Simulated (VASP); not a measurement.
Here is a VASP 6.6.1 calculation.

The input INCAR:

```
  PREC = Accurate
  ENCUT = 600
  EDIFF = 1E-7
  ISMEAR = 0
  SIGMA = 0.1
  LREAL = F
  LASPH = T
  NELM = 100
  ALGO = Normal
  ISIF = 3
  LWAVE = F
  LCHARG = F
  GGA = PS
  IBRION = 2
  NSW = 100
  EDIFFG = -0.01
```

Contents of KPOINTS:

```
Automatic mesh
0
Gamma
  18 18 18
```

File POSCAR:

```
Ca
1.0
    0.0000000000      2.7277507811      2.7277507811
    2.7277507811      0.0000000000      2.7277507811
    2.7277507811      2.7277507811      0.0000000000
Ca
1
Direct
    0.0000000000      0.0000000000      0.0000000000
```

Potentials or basis: VASP PAW PBE potentials, release 64 (Ca_sv).

The run is started by

```sh
$ cat potpaw_PBE.64/Ca_sv/POTCAR > POTCAR
$ mpirun -np 1 vasp_std > vasp.out
```

Problem. Predict the band gap on the k mesh.

Solution. Zero (bands 5 and 6 overlap by 0.27 eV).

Final structure:
```
Ca
1.0
     0.00000    2.72775    2.72775
     2.72775    0.00000    2.72775
     2.72775    2.72775    0.00000
Ca
1
Direct
  0.00000 0.00000 0.00000
```
